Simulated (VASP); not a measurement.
A run of VASP 6.6.1 is set up as follows.

File INCAR:

```
PREC = Accurate
ENCUT = 600
EDIFF = 1E-6
ISMEAR = 0
SIGMA = 0.1
LREAL = False
LASPH = True
NELM = 60
ALGO = Normal
ISIF = 3
LWAVE = False
LCHARG = False
GGA = PE
IBRION = 2
NSW = 100
EDIFFG = -0.005
```

Contents of KPOINTS:

```
Automatic mesh
0
Gamma
  21 21 12
```

The input POSCAR:

```
Fe
1.0
    2.4576376783      0.0000000000      0.0000000000
   -1.2288188392      2.1283766627      0.0000000000
    0.0000000000      0.0000000000      3.8930777914
Fe
2
Direct
    0.3333333333      0.6666666667      0.2500000000
    0.6666666667      0.3333333333      0.7500000000
```

Potentials or basis: VASP PAW PBE potentials, release 64 (Fe).

The run is started by

```sh
$ cat potpaw_PBE.64/Fe/POTCAR > POTCAR
$ mpirun -np 1 vasp_std > vasp.out
```

Task: Predict the space group after relaxing (to 0.1 Å).

Result: P6_3/mmc (No. 194).

Task: Predict the relaxed volume.

Result: 10.17 Å³/atom.

Task: Estimate the band gap on the k mesh.

Result: Zero (bands 8 and 9 overlap by 1.88 eV).

Task: What does it give for the relaxed cell?

Result: a = 2.459 Å, b = 2.459 Å, c = 3.886 Å, α = 90.00°, β = 90.00°, γ = 120.00°.

Final structure:
```
CELL_PARAMETERS angstrom
2.45887 0.00000 0.00000
-1.22944 2.12945 0.00000
0.00000 0.00000 3.88574
ATOMIC_POSITIONS crystal
Fe 0.33333 0.66667 0.25000
Fe 0.66667 0.33333 0.75000
```

Caveat: the run has no spin polarisation, though such a crystal can be magnetic. Spin polarisation is off, so any magnetic state and its effect on volume and gap are missing.
